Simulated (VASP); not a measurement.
# HfN (Cm) in VASP: single point with PBEsol

Aim: the single point of HfN with PBEsol.

Everything below comes from runs of VASP 6.6.1. Logs are shortened: lines on timing, memory, paths and dates and some standing lists are left out, and cuts for length are marked.

## (1) The cell of the first run

It takes space group Cm (No. 8, monoclinic). Conventional cell: a = 5.513 Å, b = 3.183 Å, c = 3.183 Å, α = 90.00°, β = 125.26°, γ = 90.00°. Hf (site symmetry m) has 3 N at 1.76 to 1.97 Å within 2.3 Å. N (site symmetry m) has 3 Hf at 1.76 to 1.97 Å within 2.3 Å.

## (2) Single point, PBEsol (atom 2 (N) moved by (-0.600, -0.600) A along [1 1 0] and z)

Input file INCAR:

```
PREC = Accurate
ENCUT = 600
EDIFF = 1E-6
ISMEAR = 0
SIGMA = 0.15
LREAL = False
LASPH = True
NELM = 120
ALGO = Normal
ISIF = 2
LWAVE = False
LCHARG = True
GGA = PS
LELF = True
LVHAR = True
NBANDS = 14
GGA_COMPAT = False
```

Input file KPOINTS:

```
Automatic mesh
0
Gamma
  22 22 22
```

Input file POSCAR:

```
HfN
1.0
    0.0000000000      2.2507757579      2.2507757579
    2.2507757579      0.0000000000      2.2507757579
    2.2507757579      2.2507757579      0.0000000000
Hf N
1 1
Direct
    0.0000000000      0.0000000000      0.0000000000
    0.3667126217      0.3667126217      0.4447905602
```

Potentials or basis: VASP PAW PBE potentials, release 64 (Hf_pv, N).

Launch:

```console
$ cat potpaw_PBE.64/Hf_pv/POTCAR potpaw_PBE.64/N/POTCAR > POTCAR
$ mpirun -np 1 vasp_std > vasp.out
```

OUTCAR:

```text
PREC = Accurate
   ENCUT = 600
   EDIFF = 1E-6
   ISMEAR = 0
   LREAL = False
   LASPH = True
   NELM = 120
   ISIF = 2
   GGA = PS

 ion  position               nearest neighbor table
   1  0.000  0.000  0.000-   2 1.76   2 1.97   2 1.97   2 2.77   2 2.77
   2  0.367  0.367  0.445-   1 1.76   1 1.97   1 1.97   1 2.77   1 2.77

  LATTYP: Found a face centered cubic cell.
 ALAT       =     4.5015515158

  Lattice vectors:

 A1 = (   0.0000000000,   2.2507757579,   2.2507757579)
 A2 = (   2.2507757579,   0.0000000000,   2.2507757579)
 A3 = (   2.2507757579,   2.2507757579,   0.0000000000)

Analysis of symmetry for initial positions (statically):
=====================================================================
 Subroutine PRICEL returns:
 Original cell was already a primitive cell.

 Routine SETGRP: Setting up the symmetry group for a
 face centered cubic supercell.

 Subroutine GETGRP returns: Found  2 space group operations
 (whereof  2 operations were pure point group operations)
 out of a pool of 48 trial point group operations.

The static configuration has the point symmetry C_1h.

Analysis of symmetry for dynamics (positions and initial velocities):
=====================================================================
 Subroutine PRICEL returns:
 Original cell was already a primitive cell.

 Routine SETGRP: Setting up the symmetry group for a
 face centered cubic supercell.

 Subroutine GETGRP returns: Found  2 space group operations
 (whereof  2 operations were pure point group operations)
 out of a pool of 48 trial point group operations.

The dynamic configuration has the point symmetry C_1h.

 Subroutine INISYM returns: Found  2 space group operations
 (whereof  2 operations are pure point group operations),
 and found     1 'primitive' translations

----------------------------------------------------------------------------------------

                                     Primitive cell

  volume of cell :      22.8048

  direct lattice vectors                    reciprocal lattice vectors
     0.000000000  2.250775758  2.250775758    -0.222145631  0.222145631  0.222145631
     2.250775758  0.000000000  2.250775758     0.222145631 -0.222145631  0.222145631
     2.250775758  2.250775758  0.000000000     0.222145631  0.222145631 -0.222145631

  length of vectors
     3.183077603  3.183077603  3.183077603     0.384767519  0.384767519  0.384767519

  position of ions in fractional coordinates (direct lattice)
     0.000000000  0.000000000  0.000000000
     0.366712622  0.366712622  0.444790560

  ion indices of the primitive-cell ions
   primitive index   ion index
                 1           1
                 2           2

----------------------------------------------------------------------------------------

 KPOINTS: Automatic mesh

Automatic generation of k-mesh.
 Grid dimensions read from file:
 generate k-points for:   22   22   22

 Generating k-lattice:

  Cartesian coordinates                     Fractional coordinates (reciprocal lattice)
    -0.010097529  0.010097529  0.010097529     0.045454545  0.000000000  0.000000000
     0.010097529 -0.010097529  0.010097529     0.000000000  0.045454545  0.000000000
     0.010097529  0.010097529 -0.010097529     0.000000000  0.000000000  0.045454545

  Length of vectors
     0.017489433  0.017489433  0.017489433

  Shift w.r.t. Gamma in fractional coordinates (k-lattice)
     0.000000000  0.000000000  0.000000000

 Subroutine IBZKPT returns following result:
 ===========================================

 Found   2796 irreducible k-points:

 Following reciprocal coordinates:
            Coordinates               Weight
  0.000000  0.000000  0.000000      1.000000
  0.045455  0.000000  0.000000      4.000000
  0.000000  0.000000  0.045455      2.000000
  0.045455  0.045455  0.045455      2.000000
  0.090909  0.000000  0.000000      4.000000
  0.000000  0.000000  0.090909      2.000000
[... 16 lines left out ...]
  0.363636  0.000000  0.000000      4.000000
  0.000000  0.000000  0.363636      2.000000
 [... further k-points ...]
   k-points           NKPTS =   2796   k-points in BZ     NKDIM =   2796   number of bands    NBANDS=     14
   number of dos      NEDOS =    301   number of ions     NIONS =      2
   total plane-waves  NPLWV =  21952
   dimension x,y,z NGX =    28 NGY =   28 NGZ =   28
   dimension x,y,z NGXF=    56 NGYF=   56 NGZF=   56
   ions per type =               1   1
   NGX,Y,Z   is equivalent  to a cutoff of  14.62, 14.62, 14.62 a.u.
   NGXF,Y,Z  is equivalent  to a cutoff of  29.25, 29.25, 29.25 a.u.
 SYSTEM =  unknown system
   PREC   = accura    normal or accurate (medium, high low for compatibility)
   ISTART =      0    job   : 0-new  1-cont  2-samecut
   ICHARG =      2    charge: 1-file 2-atom 10-const
   ISPIN  =      1    spin polarized calculation?
   LNONCOLLINEAR =      F non collinear calculations
   LSORBIT =      F    spin-orbit coupling
   LASPH  =      T    aspherical Exc in radial PAW
   ENCUT  =  600.0 eV  44.10 Ry    6.64 a.u.   6.36  6.36  6.36*2*pi/ulx,y,z
   NELM   =    120;   NELMIN=  2; NELMDL= -5     # of ELM steps
   EDIFF  = 0.1E-05   stopping-criterion for ELM
   LREAL  =      F    real-space projection
   EDIFFG = 0.1E-04   stopping-criterion for IOM
   NSW    =      0    number of steps for IOM
   IBRION =     -1    ionic relax: 0-MD 1-quasi-New 2-CG
   NFREE  =      0    steps in history (QN), initial steepest desc. (CG)
   ISIF   =      2    stress and relaxation
   ISYM   =      2    0-nonsym 1-usesym 2-fastsym
   POTIM  = 0.5000    time-step for ionic-motion
   TEBEG  =    0.0;   TEEND  =   0.0 temperature during run
   PSTRESS=    0.0 pullay stress
   NELECT =      15.0000    total number of electrons
   NUPDOWN=      -1.0000    fix difference up-down
   EMIN   =  10.00;   EMAX   =-10.00  energy-range for DOS
   EFERMI =   0.00;   METHOD = LEGACY
   ISMEAR =     0;   SIGMA  =   0.15  broadening in eV -4-tet -1-fermi 0-gaus
   EFERMI_NEDOS =   21; number of points for ismear=-14 and -15
   IALGO  =     38    algorithm
   IMIX   =      4    mixing-type and parameters
     AMIX     =   0.40;   BMIX     =  1.00
     AMIX_MAG =   1.60;   BMIX_MAG =  1.00
  volume/ion in A,a.u.               =      11.40        76.95
  Fermi-wavevector in a.u.,A,eV,Ry     =   1.423737  2.690472 27.579367  2.027026
  Thomas-Fermi vector in A             =   2.544302
   LORBIT       =      0    0 simple, 1 ext, 2 COOP (PROOUT), +10 PAW based schemes
   GGA     = PS    functional components
   LHFCALC =     F    Hartree Fock is set to
   AEXX    =    0.0000 exact exchange contribution
   IVDW    =     0    specifies the selected vdW correction
   LEPSILON=     F    determine dielectric tensor
   LRPA    =     F    only Hartree local field effects (RPA)
 non-spin polarized calculation
 Gauss-broadening in eV      SIGMA  =   0.15
  energy-cutoff  :      600.00
  volume of cell :       22.80
 maximum number of plane-waves:       778
 NGX is ok and might be reduce to    28
   NGX = 13   NGY = 13   NGZ = 13

 number of electron      15.0000001 magnetization

 Free energy of the ion-electron system (eV)
  ---------------------------------------------------
  ext. energy  EPLUGINS =         0.00000000
  ---------------------------------------------------
  free energy    TOTEN  =       -19.72006920 eV

  energy without entropy =      -19.71402617  energy(sigma->0) =      -19.71704769

 E-fermi :   8.3794     XC(G=0): -12.7424

 val. band max:        8.3788623535   @ k =  -0.1818   0.0455  -0.2727
 cond. band min:       8.3804787692   @ k =  -0.2727   0.3636   0.1364
 fundamental gap:      0.0016164156
 Fermi energy:         8.3794287710

 k-point     1 :       0.0000    0.0000    0.0000
  band No.  band energies     occupation
      1     -22.7375      2.00000
      2     -22.3550      2.00000
      3     -22.2766      2.00000
      4      -9.3880      2.00000
      5       1.5312      2.00000
      6       2.1463      2.00000
      7       3.1266      2.00000
      8       7.8012      2.00000
      9       8.8535      0.00001
     10       9.5898      0.00000
     11      12.5693      0.00000
     12      15.6454      0.00000
     13      16.4277      0.00000
     14      18.7999      0.00000

 k-point     2 :       0.0455    0.0000    0.0000
  band No.  band energies     occupation
      1     -22.7503      2.00000
      2     -22.3765      2.00000
      3     -22.2775      2.00000
      4      -9.3322      2.00000
      5       1.4859      2.00000
      6       2.1505      2.00000
      7       3.1685      2.00000
      8       7.7214      2.00000
      9       8.8712      0.00000
     10       9.6105      0.00000
     11      12.6103      0.00000
     12      15.6479      0.00000
     13      16.5367      0.00000
     14      18.9822      0.00000

 k-point     3 :       0.0000    0.0000    0.0455
  band No.  band energies     occupation
      1     -22.7639      2.00000
      2     -22.3592      2.00000
      3     -22.2840      2.00000
      4      -9.3231      2.00000
      5       1.5732      2.00000
      6       2.0713      2.00000
      7       3.1482      2.00000
      8       7.7354      2.00000
      9       8.9643      0.00000
     10       9.5185      0.00000
     11      12.5902      0.00000
     12      15.7538      0.00000
     13      16.4062      0.00000
     14      18.9885      0.00000
[... 324 lines left out ...]
 k-point    23 :       0.3636    0.0000    0.0000
  band No.  band energies     occupation
      1     -23.5929      2.00000
      2     -22.7090      2.00000
      3     -22.3687      2.00000
      4      -7.2522      2.00000
      5       0.0408      2.00000
      6       2.8985      2.00000
      7       4.1707      2.00000
      8       6.5997      2.00000
      9       9.0249      0.00000
     10      10.5901      0.00000
     11      14.1919      0.00000
     12      16.5783      0.00000
     13      18.2863      0.00000
     14      20.8561      0.00000

 k-point    24 :       0.0000    0.0000    0.3636
  band No.  band energies     occupation
      1     -23.8074      2.00000
      2     -22.5224      2.00000
      3     -22.4336      2.00000
      4      -6.7913      2.00000
      5       0.0820      2.00000
      6       3.1433      2.00000
      7       3.9680      2.00000
      8       7.2203      2.00000
      9       8.9467      0.00000
     10       9.8056      0.00000
     11      13.5679      0.00000
     12      15.3403      0.00000
     13      18.4002      0.00000
     14      21.1581      0.00000

 [... further k-points ...]

------------------------ aborting loop because EDIFF is reached ----------------------------------------

  FORCE on cell =-STRESS in cart. coord.  units (eV):
  Direction    XX          YY          ZZ          XY          YZ          ZX
  --------------------------------------------------------------------------------------
  -------------------------------------------------------------------------------------
  Total        7.4619251      7.4619251     16.5782898     -0.9132485     -3.8613830     -3.8613842
  in kB      524.2455913    524.2455913   1164.7256141    -64.1612564   -271.2856224   -271.2857085
  external PRESSURE =     737.7389322 kB  Pullay stress =       0.0000000 kB

 VOLUME and BASIS-vectors are now :
 -----------------------------------------------------------------------------
  energy-cutoff  :      600.00
  volume of cell :       22.80
      direct lattice vectors                 reciprocal lattice vectors
     0.000000000  2.250775758  2.250775758    -0.222145631  0.222145631  0.222145631
     2.250775758  0.000000000  2.250775758     0.222145631 -0.222145631  0.222145631
     2.250775758  2.250775758  0.000000000     0.222145631  0.222145631 -0.222145631

 POSITION                                       TOTAL-FORCE (eV/Angst)
 -----------------------------------------------------------------------------------
      0.00000      0.00000      0.00000        -0.493321     -0.493321     -7.542235
      1.82651      1.82651      1.65078         0.493321      0.493321      7.542235
 -----------------------------------------------------------------------------------
    total drift:                                0.000017      0.000017     -0.000140

  FREE ENERGIE OF THE ION-ELECTRON SYSTEM (eV)
  ---------------------------------------------------
  free  energy   TOTEN  =       -19.7200692023 eV

  energy  without entropy=      -19.7140261692  energy(sigma->0) =      -19.71704769
```

Wall time 13 min (1 thread of AMD EPYC 9R45 (Zen 5), shared host); peak memory 1.1 GiB.

Results:

| Item | Value |
| --- | --- |
| Free energy | -19.7201 eV |
| Pressure | 73.8 GPa |
| Largest force | 7.574 eV/Å |
| Band gap on the k mesh | zero (an odd number of electrons rules out a gap without spin polarisation) |

Forces on the atoms (eV/Å):
```
Hf  -0.493 -0.493 -7.542
N    0.493  0.493  7.542
```

Levels at points of the mesh, in eV from the Fermi level:
```
           k point  band 5  band 6  band 7  band 8  band 9  band 10
(0.00, 0.00, 0.00)   -6.85   -6.23   -5.25   -0.58    0.47     1.21
(0.50, 0.00, 0.00)   -8.53   -5.42   -3.95   -1.70    0.97     2.37
(0.00, 0.00, 0.50)   -8.63   -5.01   -3.94   -1.15    0.83     1.37
(0.50, 0.50, 0.50)   -7.76   -7.63   -7.31    2.28    4.28     4.69
(0.50, 0.50, 0.00)   -7.59   -5.39   -4.14    0.06    3.12     4.38
(0.00, 0.50, 0.50)   -7.88   -5.91   -4.41    2.05    3.04     4.81
```

Caveat: the cell differs from its parent crystal (atom 2 (N) moved by (-0.600, -0.600) A along [1 1 0] and z); the stress differs along the axes, from 52 to 116 GPa; the PAW data sets were made with another functional, which shifts forces and pressure a little; spin-orbit coupling is left out, which moves the levels of the heavy elements; an odd number of electrons without spin polarisation forces a metal; a magnetic or distorted state may lie lower.
